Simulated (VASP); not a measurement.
Wanted: the native input for a VASP 6.6.1 run.

| Quantity | Value |
| --- | --- |
| Task | single point |
| Functional | PBE |
| Potentials or basis | VASP PAW PBE potentials, release 64 (Te) |
| Cutoff | 520 eV |
| k mesh | 6 × 6 × 4 |
| Occupations | fermi-dirac, width 0.02 eV |
| Spin | no spin polarisation |
| Dipole correction | no |
| Further INCAR settings | ALGO = Normal; EDIFF = 1e-06; NBANDS = 16 |

The structure of Te lies in POSCAR:

```
Te
1.0
    4.4710056865      0.0000000000      0.0000000000
   -2.2355028432      3.8720045050      0.0000000000
    0.0000000000      0.0000000000      5.9489928227
Te
3
Direct
    0.2641987639      0.0000000000      0.3333333333
    0.0000000000      0.2641987639      0.6666666667
    0.7358012361      0.7358012361      0.0000000000
```

The input as run:

INCAR

```
PREC = Accurate
ENCUT = 520
EDIFF = 1E-6
ISMEAR = -1
SIGMA = 0.02
LREAL = False
LASPH = True
NELM = 60
ALGO = Normal
ISIF = 2
LWAVE = False
LCHARG = True
GGA = PE
LELF = True
LVHAR = True
NBANDS = 16
```

KPOINTS

```
Automatic mesh
0
Gamma
  6 6 4
```

Potentials or basis: VASP PAW PBE potentials, release 64 (Te).

Launch:

```bash
$ cat potpaw_PBE.64/Te/POTCAR > POTCAR
$ mpirun -np 1 vasp_std > vasp.out
```

It gave:

```yaml
Pressure: 1.4 GPa
Largest_force: 0.229 eV/Å
Band_gap_on_the_k_mesh: 0.16 eV
```

Caveat: semilocal functionals underestimate gaps, and a narrow one can read as zero; spin-orbit coupling is left out, which moves the levels of the heavy elements.

Run time: 24 s on 1 thread of Intel(R) Xeon(R) Platinum 8488C (Sapphire Rapids) (shared host), peak memory 0.23 GiB.
